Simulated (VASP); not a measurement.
A run of VASP 6.6.1 is set up as follows.

Contents of INCAR:

```
PREC = Accurate
ENCUT = 520
EDIFF = 1E-7
ISMEAR = 0
SIGMA = 0.1
LREAL = False
LASPH = True
NELM = 100
ALGO = Normal
ISIF = 2
LWAVE = False
LCHARG = False
LDIPOL = True
IDIPOL = 3
DIPOL = 0.5 0.5 0.356
GGA = PE
IBRION = 2
NSW = 36
EDIFFG = -0.025
```

Contents of KPOINTS:

```
regular mesh
0
Gamma
  9 9 1
```

The input POSCAR:

```
W3C
1.0
    2.8547213223      0.0000000000      0.0000000000
    0.0000000000      2.8547213223      0.0000000000
    0.0000000000      0.0000000000     19.4446427381
W C
3 1
Selective dynamics
Direct
    0.5000000000      0.5000000000      0.2057121879  F F F
    0.0000000000      0.0000000000      0.3071172995  F F F
    0.5000000000      0.5000000000      0.4085774599  F F F
    0.6666666667      0.6666666667      0.5011479444  F F T
```

Potentials or basis: VASP PAW PBE potentials, release 64 (W_sv, C).

The run is started by

```sh
$ cat potpaw_PBE.64/W_sv/POTCAR potpaw_PBE.64/C/POTCAR > POTCAR
$ mpirun -np 1 vasp_std > vasp.out
```

(1) Estimate the band gap on the k mesh.

(2) What does it give for the energy gained by relaxing?

## Answers

(1) zero (band 23 reaches 0.53 eV, above the bottom of band 24 at -0.30 eV).

(2) 19.3 meV/atom.

Caveat: spin-orbit coupling is left out, which moves the levels of the heavy elements.
